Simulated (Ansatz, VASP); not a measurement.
# Two plane-wave programs on Hf

```
Hf
1.0
     2.78580    0.00000    0.00000
     0.00000    2.78580    0.00000
     0.00000    0.00000    2.78580
Hf
1
Direct
  0.00000 0.00000 0.00000
```

Alike in both runs: task single point; functional LDA; k mesh 13 × 13 × 13; occupations fermi-dirac, width 0.1 eV; no spin polarisation.

|  | VASP | Ansatz |
| --- | --- | --- |
| version | VASP 6.6.1 | Ansatz 0.2.0 |
| potentials or method | VASP PAW LDA potentials, release 64 (Hf_pv), cutoff 520 eV | plane waves (420 eV) with PAW, scalar-relativistic |
| valence electrons in the cell | 10 | 26 |

|  | VASP | Ansatz | Ansatz less VASP |
| --- | --- | --- | --- |
| pressure (GPa) | 4.2 | 4.2 | +0.02 |

Ansatz warns that its potentials were made for another functional, while VASP's fit it. LDA's correlation is that of Perdew and Zunger in VASP and of Perdew and Wang (1992) in Ansatz. VASP's potentials hold 10 valence electrons a cell and Ansatz's 26, so a difference there can come from the potentials and not from the codes.

Spin-orbit coupling is off throughout.
